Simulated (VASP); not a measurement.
# Ga2SnO4 (Fmmm) in VASP: a series of runs, part 2 of 2

VASP 6.6.1.

### 3 Relaxation of cell and atoms, PBE

This run uses another cell than the first one, of 14.30 Å³/atom, 0.696 times its volume.

Contents of INCAR:

```
ALGO = Normal
EDIFF = 1E-6
EDIFFG = -0.08
ENCUT = 600
GGA = PE
IBRION = 2
ISIF = 3
ISMEAR = 0
LASPH = True
LCHARG = False
LREAL = False
LWAVE = False
NELM = 80
NSW = 36
PREC = Accurate
SIGMA = 0.15
```

Contents of KPOINTS:

```
k-points
0
Gamma
  3 3 3
```

Contents of POSCAR:

```
Ga2SnO4
1.0
    0.0000000000      3.3261010500      5.6104933700
    2.6826035000      0.0000000000      5.6104933700
    2.6826035000      3.3261010500      0.0000000000
Ga Sn O
2 1 4
Direct
    0.2500000000      0.2500000000      0.2500000000
    0.7500000000      0.7500000000      0.7500000000
    0.0000000000      0.0000000000      0.0000000000
    0.0225457200      0.3110201600      0.6889798400
    0.3110201600      0.0225457200      0.9774542800
    0.6889798400      0.9774542800      0.0225457200
    0.9774542800      0.6889798400      0.3110201600
```

Potentials or basis: VASP PAW PBE potentials, release 64 (Ga_d, Sn_d, O).

On the command line:

```bash
> cat potpaw_PBE.64/Ga_d/POTCAR potpaw_PBE.64/Sn_d/POTCAR potpaw_PBE.64/O/POTCAR > POTCAR
> mpirun -np 1 vasp_std > vasp.out
```

Wall time 8.3 min (1 thread of Intel Xeon Platinum 8488C (Sapphire Rapids), shared host); peak memory 0.33 GiB.

Results (log left out):

| Property | Result |
| --- | --- |
| Free energy | -38.9014 eV |
| Relaxed volume | 19.63 Å³/atom |
| Relaxed cell | a = 7.205 Å, b = 6.344 Å, c = 5.168 Å, α = 76.74°, β = 58.98°, γ = 44.28° |
| Space group after relaxing (to 0.05 Å) | Fmmm (No. 69) |
| Energy gained by relaxing | 891.3 meV/atom |
| Ionic steps | 15 |
| Pressure after relaxing | 0.0 GPa |
| Largest force after relaxing | 0.063 eV/Å |
| Band gap on the k mesh | 1.01 eV, indirect (least direct gap 1.29 eV) |

Forces on the atoms (eV/Å):
```
Ga   0.000  0.000  0.000
Ga   0.000  0.000  0.000
Sn   0.000  0.000  0.000
O    0.000  0.061 -0.015
O    0.000 -0.061 -0.015
O    0.000  0.061  0.015
O    0.000 -0.061  0.015
```

Stress tensor (GPa, compression positive):
```
-0.26  0.00  0.00
 0.00 -0.01  0.00
 0.00  0.00  0.19
```

Step by step:
```tsv
step	energy change (eV)	largest force (eV/Å)	pressure (GPa)	volume (Å³)
1	0.0000	4.7086	42.40	100.12
2	-4.5462	0.8923	-12.48	164.91
3	-5.5389	0.6890	-3.05	138.65
4	-5.9471	1.0068	2.68	133.74
5	-5.9472	1.0592	2.99	133.53
6	-6.1637	0.1709	-0.23	137.39
7	-6.1739	0.1125	-1.11	138.49
8	-6.2233	0.1098	0.06	136.85
9	-6.2279	0.1178	0.51	136.20
10	-6.2279	0.1187	0.57	136.13
11	-6.2313	0.1448	-0.39	137.39
12	-6.2316	0.1289	-0.17	137.11
13	-6.2348	0.0852	-0.11	137.22
14	-6.2362	0.1063	-0.01	137.35
15	-6.2391	0.0632	-0.02	137.42
```

Final structure:
```yaml
crystal:
  lattice:
    - [0.00000, 4.37998, 5.72071]
    - [2.74213, 0.00000, 5.72071]
    - [2.74213, 4.37998, 0.00000]
  atoms:
    - { symbol: Ga, position: [0.25000, 0.25000, 0.25000] }
    - { symbol: Ga, position: [0.75000, 0.75000, 0.75000] }
    - { symbol: Sn, position: [0.00000, 0.00000, 0.00000] }
    - { symbol: O, position: [0.98611, 0.32341, 0.67659] }
    - { symbol: O, position: [0.32341, 0.98611, 0.01389] }
    - { symbol: O, position: [0.67659, 0.01389, 0.98611] }
    - { symbol: O, position: [0.01389, 0.67659, 0.32341] }
```

Levels at points of the mesh, in eV from the valence-band top:
```
           k point  band 28  band 29  band 30  band 31  band 32  band 33  band 34  band 35  band 36  band 37
(0.00, 0.00, 0.00)    -2.83    -2.54    -2.52    -2.32    -1.50     2.00     3.14     4.40     5.21     5.99
```

Caveat: the k points lie up to 0.49 Å⁻¹ apart in the final cell; the volume moved by over 15 % at a fixed basis, so the end points are rough; spin-orbit coupling is left out, which moves the levels of the heavy elements; the relaxation stopped at a loose force limit of 0.08 eV/Å, so its end isn't a converged minimum. A k mesh can miss the band edges.

### 4 Single point, PBE

Contents of INCAR:

```
SYSTEM = Ga2SnO4
PREC = Accurate
ENCUT = 910
EDIFF = 1E-6
ISMEAR = 0
SIGMA = 0.15
LREAL = .FALSE.
LASPH = .TRUE.
NELM = 120
ALGO = Normal
ISIF = 2
LWAVE = .FALSE.
LCHARG = .FALSE.
GGA = PE
NBANDS = 41
GGA_COMPAT = .FALSE.
```

Contents of KPOINTS:

```
regular mesh
0
G
  3 3 3
  0 0 0
```

Contents of POSCAR:

```
Ga2SnO4
1.0
    0.0000000000      5.0057244565      5.3068733664
    2.7093727123      0.0000000000      5.3068733664
    2.7093727123      5.0057244565      0.0000000000
Ga Sn O
2 1 4
Direct
    0.2500000000      0.2500000000      0.2500000000
    0.7500000000      0.7500000000      0.7500000000
    0.0000000000      0.0000000000      0.0000000000
   -0.0015378724      0.3191469353      0.6808530647
    0.3191469353     -0.0015378724      1.0015378724
    0.6808530647      1.0015378724     -0.0015378724
    1.0015378724      0.6808530647      0.3191469353
```

Potentials or basis: VASP PAW PBE potentials, release 64 (Ga_d, Sn_d, O_h).

On the command line:

```bash
> cat potpaw_PBE.64/Ga_d/POTCAR potpaw_PBE.64/Sn_d/POTCAR potpaw_PBE.64/O_h/POTCAR > POTCAR
> mpirun -np 1 vasp_std > vasp.out
```

OUTCAR:

```text
SYSTEM = Ga2SnO4
   PREC = Accurate
   ENCUT = 910
   EDIFF = 1E-6
   ISMEAR = 0
   LREAL = .FALSE.
   LASPH = .TRUE.
   NELM = 120
   ISIF = 2
   GGA = PE

 ion  position               nearest neighbor table
   1  0.250  0.250  0.250-   4 1.89   5 1.89   6 1.89   7 1.89   2 2.71   2 2.71
   2  0.750  0.750  0.750-   5 1.89   6 1.89   7 1.89   4 1.89   1 2.71   1 2.71
   3  0.000  0.000  0.000-   4 2.33   5 2.33   6 2.33   7 2.33
   4  0.998  0.319  0.681-   1 1.89   2 1.89   3 2.33
   5  0.319  0.998  0.002-   1 1.89   2 1.89   3 2.33
   6  0.681  0.002  0.998-   1 1.89   2 1.89   3 2.33
[... 545 lines left out ...]
  Total        0.0324565      0.5021465     -0.2568131      0.0000000      0.0000000      0.0000000
  in kB        0.3612495      5.5890326     -2.8584021      0.0000000      0.0000000      0.0000000
  external PRESSURE =       1.0306266 kB  Pullay stress =       0.0000000 kB

 VOLUME and BASIS-vectors are now :
 -----------------------------------------------------------------------------
  energy-cutoff  :      910.00
  volume of cell :      143.95
      direct lattice vectors                 reciprocal lattice vectors
     0.000000000  5.005724457  5.306873366    -0.184544562  0.099885642  0.094217436
     2.709372712  0.000000000  5.306873366     0.184544562 -0.099885642  0.094217436
     2.709372712  5.005724457  0.000000000     0.184544562  0.099885642 -0.094217436

 POSITION                                       TOTAL-FORCE (eV/Angst)
 -----------------------------------------------------------------------------------
      1.35469      2.50286      2.65344         0.000000     -0.000000     -0.000000
      4.06406      7.50859      7.96031         0.000000     -0.000000      0.000000
      0.00000      0.00000      0.00000        -0.000000     -0.000000      0.000000
      2.70937      8.40619      6.99238        -0.000000      0.040069     -0.042115
      2.70937      1.60526      6.99238        -0.000000     -0.040069     -0.042115
      2.70937      8.40619      3.62136        -0.000000      0.040069      0.042115
      2.70937      1.60526      3.62136        -0.000000     -0.040069      0.042115
 -----------------------------------------------------------------------------------
    total drift:                                0.000000      0.000000      0.000000

  FREE ENERGIE OF THE ION-ELECTRON SYSTEM (eV)
  ---------------------------------------------------
  free  energy   TOTEN  =       -39.4298021292 eV

  energy  without entropy=      -39.4298021114  energy(sigma->0) =      -39.42980212
```

stdout:

```text
POSCAR found type information on POSCAR GaSnO
 POSCAR found :  3 types and       7 ions
 scaLAPACK will be used
 LDA part: xc-table for (Slater+PW92), standard interpolation
 POSCAR, INCAR and KPOINTS ok, starting setup
 FFT: planning ... GRIDC
 FFT: planning ... GRID_SOFT
 FFT: planning ... GRID
 WAVECAR not read
 entering main loop
```

It took 2.3 min on 1 thread of Intel Xeon 6975P-C (Granite Rapids), shared host; peak memory 0.52 GiB.

What came out:

```
Free energy            : -39.4298 eV
Pressure               : 0.1 GPa
Largest force          : 0.058 eV/Å
Band gap on the k mesh : 1.12 eV, indirect (least direct gap 1.42 eV)
```

Forces on the atoms (eV/Å):
```
Ga   0.000  0.000  0.000
Ga   0.000  0.000  0.000
Sn   0.000  0.000  0.000
O    0.000  0.040 -0.042
O    0.000 -0.040 -0.042
O    0.000  0.040  0.042
O    0.000 -0.040  0.042
```

Stress tensor (GPa, compression positive):
```
 0.04  0.00  0.00
 0.00  0.56  0.00
 0.00  0.00 -0.29
```

Caveat: the k points lie up to 0.48 Å⁻¹ apart; the cutoff is under 1.25 times the usual one of these potentials, so pressure, stress and relaxed cells hold a basis-set (Pulay) error; spin-orbit coupling is left out, which moves the levels of the heavy elements. A k mesh can miss the band edges.

### 5 Summary

| task | potentials or basis | cell | cutoff (eV) | second run | gap on the mesh (eV) | pressure (GPa) | largest force (eV/Å) |
| --- | --- | --- | --- | --- | --- | --- | --- |
| single point | VASP PAW PBE potentials, release 64 (Ga_d, Sn_d, O) | a = 7.295, b = 5.958, c = 5.692 Å, angles 77.5, 52.9, 49.6°, 7 atoms | 520 | - | 1.12 | 0.3 | 0.08 |
| relaxation of cell and atoms | VASP PAW PBE potentials, release 64 (Ga_d, Sn_d, O) | relaxed from a = 6.522, b = 6.219, c = 4.273 Å, angles 74.3, 66.6, 39.1°, 7 atoms | 600 | - | 1.01 | 0.0 | 0.06 |
| single point | VASP PAW PBE potentials, release 64 (Ga_d, Sn_d, O_h) | a = 7.295, b = 5.958, c = 5.692 Å, angles 77.5, 52.9, 49.6°, 7 atoms | 910 | hard_potentials | 1.12 | 0.1 | 0.06 |

Alike in all rows: level PBE; no spin polarisation; k mesh 3 × 3 × 3; smearing gaussian 0.15 eV.

Caveats: all runs use coarse meshes; spin-orbit coupling is left out, which moves the levels of the heavy elements; the volume moved by over 15 % at a fixed basis, so the end points are rough (some runs); the relaxation stopped at a loose force limit of 0.08 eV/Å, so its end isn't a converged minimum (some runs); the cutoff is under 1.25 times the usual one of these potentials, so pressure, stress and relaxed cells hold a basis-set (Pulay) error (some runs).

Total energies depend on the potentials used, so only differences within one code and one set of settings carry meaning.
